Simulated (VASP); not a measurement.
# CoSi (WC type) (P-6m2) in VASP: notebook

The runs below take CoSi (WC type) through single point, with PBE.

Program: VASP 6.6.1. These are calculated values, not measurements. Logs are shortened: lines on timing, memory, paths and dates and some standing lists are left out, and cuts for length are marked.

**1. The cell of the first run**

Symmetry: P-6m2, No. 187, hexagonal system. Conventional cell: a = 2.491 Å, b = 2.491 Å, c = 3.382 Å, α = 90.00°, β = 90.00°, γ = 120.00°. Co (site symmetry -6m2) has 6 Si at 2.22 Å and 6 Co at 2.49 Å within 2.9 Å. Si (site symmetry -6m2) has 6 Co at 2.22 Å and 6 Si at 2.49 Å within 2.9 Å.

**2. Single point, PBE**

Contents of INCAR:

```
SYSTEM = CoSi
PREC = Accurate
ENCUT = 520
EDIFF = 1E-6
ISMEAR = -1
SIGMA = 0.08
LREAL = .False.
LASPH = .True.
NELM = 80
ALGO = Normal
ISIF = 2
LWAVE = .False.
LCHARG = .True.
GGA = PE
LELF = .True.
LVHAR = .True.
NBANDS = 14
```

Contents of KPOINTS:

```
regular mesh
0
Gamma
  16 16 14
  0 0 0
```

Contents of POSCAR:

```
CoSi
1.0
    2.4911839272      0.0000000000      0.0000000000
   -1.2455919636      2.1574285665      0.0000000000
    0.0000000000      0.0000000000      3.3818231222
Co Si
1 1
Direct
    0.0000000000      0.0000000000      0.0000000000
    0.3333333333      0.6666666667      0.5000000000
```

Potentials or basis: VASP PAW PBE potentials, release 64 (Co, Si).

Run with:

```console
> cat potpaw_PBE.64/Co/POTCAR potpaw_PBE.64/Si/POTCAR > POTCAR
> mpirun -np 1 vasp_std > vasp.out
```

OUTCAR:

```text
SYSTEM = CoSi
   PREC = Accurate
   ENCUT = 520
   EDIFF = 1E-6
   ISMEAR = -1
   LREAL = .False.
   LASPH = .True.
   NELM = 80
   ISIF = 2
   GGA = PE

 ion  position               nearest neighbor table
   1  0.000  0.000  0.000-   2 2.22   2 2.22   2 2.22   2 2.22   2 2.22   2 2.22
   2  0.333  0.667  0.500-   1 2.22   1 2.22   1 2.22   1 2.22   1 2.22   1 2.22

  LATTYP: Found a hexagonal cell.
 ALAT       =     2.4911839272
 C/A-ratio  =     1.3575164344

  Lattice vectors:

 A1 = (   2.4911839272,   0.0000000000,   0.0000000000)
 A2 = (  -1.2455919636,   2.1574285665,   0.0000000000)
 A3 = (   0.0000000000,   0.0000000000,   3.3818231222)

Analysis of symmetry for initial positions (statically):
=====================================================================
 Subroutine PRICEL returns:
 Original cell was already a primitive cell.

 Routine SETGRP: Setting up the symmetry group for a
 hexagonal supercell.

 Subroutine GETGRP returns: Found 12 space group operations
 (whereof 12 operations were pure point group operations)
 out of a pool of 24 trial point group operations.

The static configuration has the point symmetry D_3h.

Analysis of symmetry for dynamics (positions and initial velocities):
=====================================================================
 Subroutine PRICEL returns:
 Original cell was already a primitive cell.

 Routine SETGRP: Setting up the symmetry group for a
 hexagonal supercell.

 Subroutine GETGRP returns: Found 12 space group operations
 (whereof 12 operations were pure point group operations)
 out of a pool of 24 trial point group operations.

The dynamic configuration has the point symmetry D_3h.

 Subroutine INISYM returns: Found 12 space group operations
 (whereof 12 operations are pure point group operations),
 and found     1 'primitive' translations

----------------------------------------------------------------------------------------

                                     Primitive cell

  volume of cell :      18.1758

  direct lattice vectors                    reciprocal lattice vectors
     2.491183927  0.000000000  0.000000000     0.401415564  0.231757384  0.000000000
    -1.245591964  2.157428567  0.000000000     0.000000000  0.463514767  0.000000000
     0.000000000  0.000000000  3.381823122     0.000000000  0.000000000  0.295698493

  length of vectors
     2.491183927  2.491183927  3.381823122     0.463514767  0.463514767  0.295698493

  position of ions in fractional coordinates (direct lattice)
     0.000000000  0.000000000  0.000000000
     0.333333333  0.666666667  0.500000000

  ion indices of the primitive-cell ions
   primitive index   ion index
                 1           1
                 2           2

----------------------------------------------------------------------------------------

 KPOINTS: regular mesh

Automatic generation of k-mesh.
 Grid dimensions read from file:
 generate k-points for:   16   16   14

 Generating k-lattice:

  Cartesian coordinates                     Fractional coordinates (reciprocal lattice)
     0.025088473  0.014484836  0.000000000     0.062500000 -0.000000000  0.000000000
     0.000000000  0.028969673  0.000000000     0.000000000  0.062500000  0.000000000
     0.000000000  0.000000000  0.021121321     0.000000000  0.000000000  0.071428571

  Length of vectors
     0.028969673  0.028969673  0.021121321

  Shift w.r.t. Gamma in fractional coordinates (k-lattice)
     0.000000000  0.000000000  0.000000000

 Subroutine IBZKPT returns following result:
 ===========================================

 Found    240 irreducible k-points:

 Following reciprocal coordinates:
            Coordinates               Weight
  0.000000  0.000000  0.000000      1.000000
  0.062500  0.000000  0.000000      6.000000
  0.125000  0.000000  0.000000      6.000000
  0.187500 -0.000000  0.000000      6.000000
  0.250000  0.000000  0.000000      6.000000
  0.312500 -0.000000  0.000000      6.000000
[... 16 lines left out ...]
  0.187500  0.187500  0.000000      6.000000
  0.250000  0.187500  0.000000     12.000000
 [... further k-points ...]
   k-points           NKPTS =    240   k-points in BZ     NKDIM =    240   number of bands    NBANDS=     14
   number of dos      NEDOS =    301   number of ions     NIONS =      2
   total plane-waves  NPLWV =  11200
   dimension x,y,z NGX =    20 NGY =   20 NGZ =   28
   dimension x,y,z NGXF=    40 NGYF=   40 NGZF=   56
   ions per type =               1   1
   NGX,Y,Z   is equivalent  to a cutoff of  13.35, 13.35, 13.76 a.u.
   NGXF,Y,Z  is equivalent  to a cutoff of  26.69, 26.69, 27.53 a.u.
 SYSTEM =  CoSi
   PREC   = accura    normal or accurate (medium, high low for compatibility)
   ISTART =      0    job   : 0-new  1-cont  2-samecut
   ICHARG =      2    charge: 1-file 2-atom 10-const
   ISPIN  =      1    spin polarized calculation?
   LNONCOLLINEAR =      F non collinear calculations
   LSORBIT =      F    spin-orbit coupling
   LASPH  =      T    aspherical Exc in radial PAW
   ENCUT  =  520.0 eV  38.22 Ry    6.18 a.u.   4.63  4.63  6.29*2*pi/ulx,y,z
   NELM   =     80;   NELMIN=  2; NELMDL= -5     # of ELM steps
   EDIFF  = 0.1E-05   stopping-criterion for ELM
   LREAL  =      F    real-space projection
   EDIFFG = 0.1E-04   stopping-criterion for IOM
   NSW    =      0    number of steps for IOM
   IBRION =     -1    ionic relax: 0-MD 1-quasi-New 2-CG
   NFREE  =      0    steps in history (QN), initial steepest desc. (CG)
   ISIF   =      2    stress and relaxation
   ISYM   =      2    0-nonsym 1-usesym 2-fastsym
   POTIM  = 0.5000    time-step for ionic-motion
   TEBEG  =    0.0;   TEEND  =   0.0 temperature during run
   PSTRESS=    0.0 pullay stress
   NELECT =      13.0000    total number of electrons
   NUPDOWN=      -1.0000    fix difference up-down
   EMIN   =  10.00;   EMAX   =-10.00  energy-range for DOS
   EFERMI =   0.00;   METHOD = LEGACY
   ISMEAR =    -1;   SIGMA  =   0.08  broadening in eV -4-tet -1-fermi 0-gaus
   EFERMI_NEDOS =   21; number of points for ismear=-14 and -15
   IALGO  =     38    algorithm
   IMIX   =      4    mixing-type and parameters
     AMIX     =   0.40;   BMIX     =  1.00
     AMIX_MAG =   1.60;   BMIX_MAG =  1.00
  volume/ion in A,a.u.               =       9.09        61.33
  Fermi-wavevector in a.u.,A,eV,Ry     =   1.464058  2.766668 29.163618  2.143465
  Thomas-Fermi vector in A             =   2.580079
   LORBIT       =      0    0 simple, 1 ext, 2 COOP (PROOUT), +10 PAW based schemes
   GGA     = PE    functional components
   LHFCALC =     F    Hartree Fock is set to
   AEXX    =    0.0000 exact exchange contribution
   IVDW    =     0    specifies the selected vdW correction
   LEPSILON=     F    determine dielectric tensor
   LRPA    =     F    only Hartree local field effects (RPA)
 non-spin polarized calculation
  energy-cutoff  :      520.00
  volume of cell :       18.18
 maximum number of plane-waves:       504
 NGX is ok and might be reduce to    20
   NGX =  9   NGY =  9   NGZ = 13

 number of electron      13.0000005 magnetization

 Free energy of the ion-electron system (eV)
  ---------------------------------------------------
  ext. energy  EPLUGINS =         0.00000000
  ---------------------------------------------------
  free energy    TOTEN  =       -12.46705315 eV

  energy without entropy =      -12.44103842  energy(sigma->0) =      -12.45404579

 E-fermi :  15.4269     XC(G=0): -13.8015

 val. band max:       15.4076834856   @ k =   0.4375   0.1250   0.2143
 cond. band min:      15.4274943452   @ k =   0.2500   0.1875   0.4286
 fundamental gap:      0.0198108596
 Fermi energy:        15.4269195842

 k-point     1 :       0.0000    0.0000    0.0000
  band No.  band energies     occupation
      1      -0.4564      2.00000
      2       9.9409      2.00000
      3      11.6862      2.00000
      4      13.0899      2.00000
      5      13.0899      2.00000
      6      14.0046      2.00000
      7      14.0046      2.00000
      8      19.4497      0.00000
      9      27.5614      0.00000
     10      27.5614      0.00000
     11      28.9692      0.00000
     12      28.9692      0.00000
     13      31.8942      0.00000
     14      35.9515      0.00000

 k-point     2 :       0.0625    0.0000    0.0000
  band No.  band energies     occupation
      1      -0.3320      2.00000
      2      10.0226      2.00000
      3      11.5603      2.00000
      4      13.0036      2.00000
      5      13.1603      2.00000
      6      13.9804      2.00000
      7      14.2191      2.00000
      8      19.4672      0.00000
      9      25.9771      0.00000
     10      26.5888      0.00000
     11      29.0889      0.00000
     12      30.1220      0.00000
     13      32.8246      0.00000
     14      35.0238      0.00000

 k-point     3 :       0.1250    0.0000    0.0000
  band No.  band energies     occupation
      1       0.0390      2.00000
      2      10.2472      2.00000
      3      11.2812      2.00000
      4      12.7613      2.00000
      5      13.3656      2.00000
      6      13.9118      2.00000
      7      14.7619      1.99951
      8      19.5055      0.00000
      9      23.5498      0.00000
     10      25.3060      0.00000
     11      28.6256      0.00000
     12      31.9412      0.00000
     13      33.1496      0.00000
     14      34.3490      0.00000
[... 324 lines left out ...]
 k-point    23 :       0.1875    0.1875    0.0000
  band No.  band energies     occupation
      1       2.7795      2.00000
      2      10.5990      2.00000
      3      10.8273      2.00000
      4      11.5514      2.00000
      5      13.2113      2.00000
      6      14.4684      1.99999
      7      17.7396      0.00000
      8      17.8046      0.00000
      9      18.6321      0.00000
     10      21.4575      0.00000
     11      27.8404      0.00000
     12      31.0810      0.00000
     13      31.9192      0.00000
     14      32.1973      0.00000

 k-point    24 :       0.2500    0.1875    0.0000
  band No.  band energies     occupation
      1       3.9100      2.00000
      2      10.4649      2.00000
      3      10.5727      2.00000
      4      11.1868      2.00000
      5      12.9232      2.00000
      6      14.6493      1.99988
      7      16.9203      0.00000
      8      17.8887      0.00000
      9      18.7892      0.00000
     10      22.0124      0.00000
     11      26.6069      0.00000
     12      29.8625      0.00000
     13      30.7620      0.00000
     14      32.7223      0.00000

 [... further k-points ...]

------------------------ aborting loop because EDIFF is reached ----------------------------------------

  FORCE on cell =-STRESS in cart. coord.  units (eV):
  Direction    XX          YY          ZZ          XY          YZ          ZX
  --------------------------------------------------------------------------------------
  -------------------------------------------------------------------------------------
  Total        7.7034731      7.7034731      7.7520929      0.0000000      0.0000000     -0.0000000
  in kB      679.0535803    679.0535803    683.3393687      0.0000000      0.0000000     -0.0000000
  external PRESSURE =     680.4821764 kB  Pullay stress =       0.0000000 kB

 VOLUME and BASIS-vectors are now :
 -----------------------------------------------------------------------------
  energy-cutoff  :      520.00
  volume of cell :       18.18
      direct lattice vectors                 reciprocal lattice vectors
     2.491183927  0.000000000  0.000000000     0.401415564  0.231757384  0.000000000
    -1.245591964  2.157428567  0.000000000     0.000000000  0.463514767  0.000000000
     0.000000000  0.000000000  3.381823122     0.000000000  0.000000000  0.295698493

 POSITION                                       TOTAL-FORCE (eV/Angst)
 -----------------------------------------------------------------------------------
      0.00000      0.00000      0.00000         0.000000      0.000000      0.000000
     -0.00000      1.43829      1.69091        -0.000000      0.000000      0.000000
 -----------------------------------------------------------------------------------
    total drift:                                0.000000     -0.000000      0.000000

  FREE ENERGIE OF THE ION-ELECTRON SYSTEM (eV)
  ---------------------------------------------------
  free  energy   TOTEN  =       -12.4670531512 eV

  energy  without entropy=      -12.4410384205  energy(sigma->0) =      -12.45404579
```

Run time: 41 s. Hardware: 1 thread of AMD EPYC 7R13 (Zen 3), shared host; peak memory 0.15 GiB.

Results:

| Quantity | Value |
| --- | --- |
| Free energy | -12.4671 eV |
| Pressure | 68.0 GPa |

Levels at points of the mesh, in eV from the Fermi level:
```tsv
k point	band 3	band 4	band 5	band 6	band 7	band 8	band 9	band 10	band 11	band 12
(0.00, 0.00, 0.00)	-3.74	-2.34	-2.34	-1.42	-1.42	4.02	12.13	12.13	13.54	13.54
(0.50, 0.00, 0.00)	-5.19	-4.51	-2.03	-0.03	0.99	3.94	5.66	6.05	8.60	11.06
(0.00, 0.00, 0.50)	-3.16	-2.28	-2.28	-1.70	-1.70	10.38	12.95	12.95	14.39	14.39
(0.50, 0.00, 0.50)	-5.59	-2.73	-2.55	-2.35	-0.02	1.30	3.80	8.63	8.84	12.14
```

**3. Single point, PBE**

Contents of INCAR:

```
SYSTEM = CoSi
  ALGO = Normal
  EDIFF = 1E-6
  ENCUT = 520
  GGA = PE
  ISIF = 2
  ISMEAR = -1
  LASPH = .True.
  LCHARG = .False.
  LREAL = .False.
  LWAVE = .False.
  NBANDS = 14
  NELM = 80
  PREC = Accurate
  SIGMA = 0.08
```

Contents of KPOINTS:

```
k-points
0
Gamma
  16 16 14
  0 0 0
```

Contents of POSCAR:

```
CoSi
1.0
    2.4909137088      0.0000000000      0.0000000000
   -1.2454568544      2.1571945504      0.0000000000
    0.0000000000      0.0000000000      3.3817023368
Co Si
1 1
Direct
    0.0000000000      0.0000000000      0.0000000000
    0.3333333333      0.6666666667      0.5000000000
```

Potentials or basis: VASP PAW PBE potentials, release 64 (Co, Si).

Run with:

```console
> cat potpaw_PBE.64/Co/POTCAR potpaw_PBE.64/Si/POTCAR > POTCAR
> mpirun -np 1 vasp_std > vasp.out
```

It took 48 s on 1 thread of AMD EPYC 7R13 (Zen 3), shared host; peak memory 0.15 GiB.

Results (log left out):

```
Free energy : -12.4651 eV
Pressure    : 68.2 GPa
```

Stress tensor (GPa, compression positive):
```
68.03  0.00  0.00
 0.00 68.03  0.00
 0.00  0.00 68.45
```

Levels at points of the mesh, in eV from the Fermi level:
```csv
k point,band 5,band 6,band 7,band 8,band 9,band 10
"(0.00, 0.00, 0.00)",-2.34,-1.42,-1.42,4.02,12.14,12.14
"(0.50, 0.00, 0.00)",-2.03,-0.03,0.99,3.94,5.66,6.05
"(0.00, 0.00, 0.50)",-2.28,-1.70,-1.70,10.38,12.95,12.95
"(0.50, 0.00, 0.50)",-2.55,-2.35,-0.02,1.30,3.80,8.63
```

Spin polarisation is off, so any magnetic state and its effect on volume and gap are missing.

**4. Single point, PBE**

Contents of INCAR:

```
SYSTEM = CoSi
PREC = Accurate
ENCUT = 600
EDIFF = 1E-6
ISMEAR = -1
SIGMA = 0.08
LREAL = .False.
LASPH = .True.
NELM = 120
ALGO = Normal
ISIF = 2
LWAVE = .False.
LCHARG = .True.
GGA = PE
LELF = .True.
LVHAR = .True.
NBANDS = 18
GGA_COMPAT = .False.
```

Contents of KPOINTS:

```
regular mesh
0
Gamma
  16 16 14
  0 0 0
```

Contents of POSCAR:

```
CoSi
1.0
    2.4911839272      0.0000000000      0.0000000000
   -1.2455919636      2.1574285665      0.0000000000
    0.0000000000      0.0000000000      3.3818231222
Co Si
1 1
Direct
    0.0000000000      0.0000000000      0.0000000000
    0.3333333333      0.6666666667      0.5000000000
```

Potentials or basis: VASP PAW PBE potentials, release 64 (Co_sv, Si).

Run with:

```console
> cat potpaw_PBE.64/Co_sv/POTCAR potpaw_PBE.64/Si/POTCAR > POTCAR
> mpirun -np 1 vasp_std > vasp.out
```

It took 2 min on 1 thread of AMD EPYC 7R43 (Zen 3), shared host; peak memory 0.17 GiB.

Results (log left out):

```yaml
Free_energy: -12.5406 eV
Pressure: 65.7 GPa
```

Stress tensor (GPa, compression positive):
```
65.60  0.00  0.00
 0.00 65.60  0.00
 0.00  0.00 65.75
```

Levels at points of the mesh, in eV from the Fermi level:
| k point | band 9 | band 10 | band 11 | band 12 | band 13 | band 14 |
| --- | --- | --- | --- | --- | --- | --- |
| (0.00, 0.00, 0.00) | -2.35 | -1.42 | -1.42 | 4.03 | 12.13 | 12.13 |
| (0.50, 0.00, 0.00) | -2.03 | -0.03 | 1.00 | 3.93 | 5.65 | 6.03 |
| (0.00, 0.00, 0.50) | -2.29 | -1.69 | -1.69 | 10.35 | 12.94 | 12.94 |
| (0.50, 0.00, 0.50) | -2.55 | -2.34 | -0.03 | 1.31 | 3.80 | 8.62 |

Spin polarisation is off, so any magnetic state and its effect on volume and gap are missing.
